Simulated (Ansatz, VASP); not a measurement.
## Ag: VASP beside Ansatz

File INCAR:

```
SYSTEM = Ag
PREC = Accurate
ENCUT = 520
EDIFF = 1E-6
ISMEAR = 0
SIGMA = 0.15
LREAL = .False.
LASPH = .True.
NELM = 100
ALGO = Fast
ISIF = 2
LWAVE = .False.
LCHARG = .False.
GGA = PS
NBANDS = 12
```

The input KPOINTS:

```
Automatic mesh
0
Gamma
  20 20 20
  0 0 0
```

POSCAR

```
Ag
1.0
   -1.6804888100      1.6556540000      1.6804888100
    1.6308191900     -1.6556540000      1.6308191900
    1.6804888100      1.6556540000     -1.6804888100
Ag
1
Direct
    0.0000000000      0.0000000000      0.0000000000
```

Input for Ansatz:

```yaml
crystal:
  lattice:
    - [-1.68048881, 1.655654, 1.68048881]
    - [1.63081919, -1.655654, 1.63081919]
    - [1.68048881, 1.655654, -1.68048881]
  atoms:
    - { symbol: Ag, position: [0.0, 0.0, 0.0] }
basis:
  ecutwfc: 420
kpoints:
  mp_grid: { grid: [20, 20, 20] }
hamiltonian:
  xc: pbesol
scf:
  occupations: { method: gaussian, width: 0.15 }
output:
  forces: true
  stress: true
  eigenvalues: true
```

Change from the starting cell: strain -0.0300 x Voigt [0, 0, 0, 0, 1, 0], atoms carried along.

Alike in both runs: task single point; functional PBEsol; k mesh 20 × 20 × 20; occupations gaussian, width 0.15 eV; no spin polarisation.

|  | VASP | Ansatz |
| --- | --- | --- |
| version | VASP 6.6.1 | Ansatz 0.2.0 |
| potentials or method | VASP PAW PBE potentials, release 64 (Ag), cutoff 520 eV | scalar-relativistic, plane waves, PAW |
| valence electrons in the cell | 11 | 19 |

```tsv
	VASP	Ansatz	Ansatz less VASP
gap on the k mesh at the Fermi level (eV)	none	none	-
pressure (GPa)	-7.2	-7.1	+0.05
traceless stress, the component that is largest in VASP (GPa)	1.03	1.03	-0.002
```

VASP's potentials were made for PBE, not for PBEsol. A gap of «none» marks a metal or a gap that the smearing closes. With one functional, cell and mesh, what is left measures potentials, basis and numerics. VASP's potentials hold 11 valence electrons a cell and Ansatz's 19, so a difference there can come from the potentials and not from the codes.
